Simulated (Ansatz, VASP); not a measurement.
## Two plane-wave programs on Zr7Ge

```
CELL_PARAMETERS angstrom
0.00000 5.32477 5.32477
5.32477 0.00000 5.32477
5.32477 5.32477 0.00000
ATOMIC_POSITIONS crystal
Zr 0.62843 0.62843 0.62843
Zr 0.62843 0.62843 0.11470
Zr 0.62843 0.11470 0.62843
Zr 0.11470 0.62843 0.62843
Zr 0.25000 0.25000 0.25000
Zr 0.00000 0.00000 0.00000
Zr 0.75000 0.75000 0.75000
Ge 0.50000 0.50000 0.50000
```

Alike in both runs: functional PBE; k mesh 3 × 3 × 3; occupations gaussian, width 0.2 eV; no spin polarisation.

Ansatz relaxed the structure, and its values are those at the end. VASP's run is a single point on that final structure, the one shown.

|  | VASP | Ansatz |
| --- | --- | --- |
| version | VASP 6.6.1 | Ansatz 0.2.0 |
| potentials or method | VASP PAW PBE potentials, release 64 (Zr_sv, Ge_d), cutoff 500 eV | scalar-relativistic, plane waves, PAW |
| valence electrons in the cell | 98 | 98 |

```tsv
	VASP	Ansatz	Ansatz less VASP
gap on the k mesh at the Fermi level (eV)	none	none	-
pressure (GPa)	0.6	0.4	-0.19
rms of the force components (eV/Å)	0.069	0.023	-0.0457
```

A gap of «none» marks a metal or a gap that the smearing closes.
